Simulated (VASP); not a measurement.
Set up this calculation in VASP 6.6.1, as the native input.

```yaml
Task: single point
Functional: PBEsol
Potentials_or_basis: VASP PAW PBE potentials, release 64 (W_sv, C)
Cutoff: 520 eV
k_mesh: 6 × 6 × 6
Occupations: gaussian, width 0.15 eV
Spin: no spin polarisation
Dipole_correction: no
Further_INCAR_settings: ALGO = Normal; EDIFF = 1e-06; NBANDS = 16
```

The structure of WC lies in POSCAR:

```
WC
1.0
    2.9005014360      0.0000000000      0.0000000000
   -1.4502507180      2.5119079273      0.0000000000
    0.0000000000      0.0000000000      2.8290000000
W C
1 1
Direct
    0.1730424181      0.1266758419     -0.1590668081
    0.6666666667      0.3333333333      0.5000000000
```

This cell differs from its parent crystal: atom 1 (W) moved by (+0.450, -0.450) A along [1 1 0] and z.

These files were run (other wordings do the same):

INCAR

```
PREC = Accurate
ENCUT = 520
EDIFF = 1E-6
ISMEAR = 0
SIGMA = 0.15
LREAL = False
LASPH = True
NELM = 100
ALGO = Normal
ISIF = 2
LWAVE = False
LCHARG = False
GGA = PS
NBANDS = 16
```

KPOINTS

```
Automatic mesh
0
Gamma
  6 6 6
```

Potentials or basis: VASP PAW PBE potentials, release 64 (W_sv, C).

Run with:

```console
$ cat potpaw_PBE.64/W_sv/POTCAR potpaw_PBE.64/C/POTCAR > POTCAR
$ mpirun -np 1 vasp_std > vasp.out
```

It gave:

| Quantity | Value |
| --- | --- |
| Pressure | 98.0 GPa |
| Largest force | 20.709 eV/Å |
| Band gap on the k mesh | zero (band 9 reaches 12.09 eV, above the bottom of band 10 at 11.09 eV) |

Caveat: the k points lie up to 0.42 Å⁻¹ apart; the cell differs from its parent crystal (atom 1 (W) moved by (+0.450, -0.450) A along [1 1 0] and z); the PAW data sets were made with another functional, which shifts forces and pressure a little; spin-orbit coupling is left out, which moves the levels of the heavy elements.

Run time: 10 s on 1 thread of Intel(R) Xeon(R) 6975P-C (Granite Rapids) (shared host), peak memory 0.16 GiB.
